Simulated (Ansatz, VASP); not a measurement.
One calculation of C, two programs

Contents of INCAR:

```
PREC = Accurate
ENCUT = 520
EDIFF = 1E-6
ISMEAR = 0
SIGMA = 0.03
LREAL = False
LASPH = True
NELM = 60
ALGO = Normal
ISIF = 2
LWAVE = False
LCHARG = False
GGA = PS
IVDW = 12
NBANDS = 11
```

Contents of KPOINTS:

```
regular mesh
0
Gamma
  16 16 16
```

File POSCAR:

```
C
1.0
    0.0000000000      2.1651688962      3.3824594497
    1.2508882260      0.0000000000      3.3824594497
    1.2508882260      2.1651688962      0.0000000000
C
2
Direct
    0.1432103113      0.8567896887      0.1432103113
    0.8567896887      0.1432103113      0.8567896887
```

Input for Ansatz:

```yaml
crystal:
  lattice:
    - [0.0, 2.1651688962, 3.3824594497]
    - [1.250888226, 0.0, 3.3824594497]
    - [1.250888226, 2.1651688962, 0.0]
  atoms:
    - { symbol: C, position: [0.1432103113, 0.8567896887, 0.1432103113] }
    - { symbol: C, position: [0.8567896887, 0.1432103113, 0.8567896887] }
basis:
  ecutwfc: 520.0
kpoints:
  mp_grid: { grid: [16, 16, 16] }
hamiltonian:
  xc: pbesol
  pseudopotentials: { kind: paw, azcp: { folder: soft_1 } }
  dispersion: d3bj
scf:
  occupations: { method: gaussian, width: 0.03 }
output:
  forces: true
  stress: true
  eigenvalues: true
```

Alike in both runs: task single point; functional PBEsol; dispersion D3(BJ); k mesh 16 × 16 × 16; occupations gaussian, width 0.03 eV; no spin polarisation.

|  | VASP | Ansatz |
| --- | --- | --- |
| version | VASP 6.6.1 | Ansatz 0.2.0 |
| potentials or method | VASP PAW PBE potentials, release 64 (C), cutoff 520 eV | scalar-relativistic, plane waves, PAW |
| valence electrons in the cell | 8 | 8 |

|  | VASP | Ansatz | Ansatz less VASP |
| --- | --- | --- | --- |
| gap on the k mesh at the Fermi level (eV) | none | none | - |
| pressure (GPa) | 7.4 | 6.8 | -0.59 |
| traceless stress, the component that is largest in VASP (GPa) | 31.00 | 30.04 | -0.961 |
| rms of the force components (eV/Å) | 7.140 | 7.086 | -0.0543 |

VASP's potentials were made for PBE, not for PBEsol, and Ansatz warns of the same on its side. Atom by atom the forces differ by 0.054 eV/Å (rms over components). A gap of «none» marks a metal or a gap that the smearing closes.
